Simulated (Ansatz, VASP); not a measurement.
Ta2Si2Ge: VASP beside Ansatz

```xyz
5
Lattice="3.7562 0.0000 0.0000 -1.8781 3.2530 0.0000 0.0000 0.0000 8.1197" Properties=species:S:1:pos:R:3 pbc="T T T"
Ta    0.0000    2.1687    5.5077
Ta    1.8781    1.0843    2.6119
Si    0.0000    0.0000    1.1857
Si    0.0000    0.0000    6.9340
Ge    0.0000    0.0000    4.0598
```

Alike in both runs: functional PBE; k mesh 6 × 6 × 2; occupations gaussian, width 0.1 eV; no spin polarisation.

Ansatz relaxed the structure, and its values are those at the end. VASP's run is a single point on that final structure, the one shown.

```csv
,VASP,Ansatz
version,VASP 6.6.1,Ansatz 0.2.0
potentials or method,"VASP PAW PBE potentials, release 64 (Ta_pv, Si, Ge_d), cutoff 520 eV","scalar-relativistic, plane waves, PAW"
valence electrons in the cell,44,48
```

Ansatz gave:

| Quantity | Value |
| --- | --- |
| gap on the k mesh at the Fermi level (eV) | none |
| pressure (GPa) | 0.1 |
| rms of the force components (eV/Å) | 0.005 |

Question: Which values does VASP return?

Answer: gap on the k mesh at the Fermi level (eV): none; pressure (GPa): 0.2; rms of the force components (eV/Å): 0.009.

A gap of «none» marks a metal or a gap that the smearing closes. The functional is the same, so the differences come from potentials, cutoffs and numerics. VASP's potentials hold 44 valence electrons a cell and Ansatz's 48, so a difference there can come from the potentials and not from the codes.

The k mesh is coarse, so the values compare programs but aren't converged. Spin-orbit coupling is off throughout.
